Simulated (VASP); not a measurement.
Here is a VASP 6.6.1 calculation.

File INCAR:

```
  ALGO = Normal
  EDIFF = 1E-7
  ENCUT = 520
  GGA = PS
  ISIF = 2
  ISMEAR = -1
  ISYM = 0
  LASPH = True
  LCHARG = True
  LELF = True
  LREAL = Auto
  LVHAR = True
  LWAVE = False
  NBANDS = 326
  NELECT = 514.0
  NELM = 80
  PREC = Accurate
  SIGMA = 0.05
```

File KPOINTS:

```
Automatic mesh
0
Gamma
  1 1 1
  0.25 0.25 0.25
```

File POSCAR:

```
HC128
1.0
    0.0000000000      7.1076060000      7.1076060000
    7.1076060000      0.0000000000      7.1076060000
    7.1076060000      7.1076060000      0.0000000000
C H
128 1
Direct
    0.9997640000      0.0002940000      0.9998440000
    0.4998740000      0.0001630000      0.9997000000
    0.9996270000      0.5003810000      0.9997190000
    0.9996270000      0.0001690000      0.4999270000
    0.2498770000      0.2503910000      0.2499520000
    0.5001610000      0.5006890000      0.9995270000
[... 121 lines left out ...]
    0.5621770000      0.8130500000      0.8125980000
    0.4367110000      0.4365080000      0.4366510000
```

Potentials or basis: VASP PAW PBE potentials, release 64 (C, H).

Command:

```bash
$ cat potpaw_PBE.64/C/POTCAR potpaw_PBE.64/H/POTCAR > POTCAR
$ mpirun -np 1 vasp_std > vasp.out
```

(1) Estimate the largest force.

## Answers

(1) 0.259 eV/Å.

Caveat: the cell carries a net charge on a neutralising background, which shifts energy and pressure; the PAW data sets were made with another functional, which shifts forces and pressure a little.
